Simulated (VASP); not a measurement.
Here is a VASP 6.6.1 calculation.

Contents of INCAR:

```
SYSTEM = SnSe2
ALGO = Normal
EDIFF = 1E-6
ENCUT = 500
GGA = PE
GGA_COMPAT = .FALSE.
ISIF = 2
ISMEAR = 0
IVDW = 12
LASPH = .TRUE.
LCHARG = .FALSE.
LREAL = .FALSE.
LWAVE = .FALSE.
NBANDS = 20
NELM = 120
PREC = Accurate
SIGMA = 0.03
```

KPOINTS

```
k-points
0
G
  12 12 6
  0 0 0
```

Contents of POSCAR:

```
SnSe2
1.0
    3.5486025595      0.0000000000      0.0000000000
   -1.7743012798      3.0731799644      0.0000000000
    0.0000000000      0.0000000000      6.6621464451
Sn Se
1 2
Direct
    0.0000000000      0.0000000000      0.0000000000
    0.3333333333      0.6666666667      0.2651331237
    0.6666666667      0.3333333333      0.7348668763
```

Potentials or basis: VASP PAW PBE potentials, release 64 (Sn_d, Se).

The run is started by

```sh
$ cat potpaw_PBE.64/Sn_d/POTCAR potpaw_PBE.64/Se/POTCAR > POTCAR
$ mpirun -np 1 vasp_std > vasp.out
```

(1) Predict the largest force.

(2) Predict the band gap on the k mesh.

## Answers

(1) 0.622 eV/Å.

(2) zero (bands 13 and 14 overlap by 0.46 eV).

Caveat: semilocal functionals underestimate gaps, so a narrow gap can read as zero; spin-orbit coupling is left out, which moves the levels of the heavy elements.
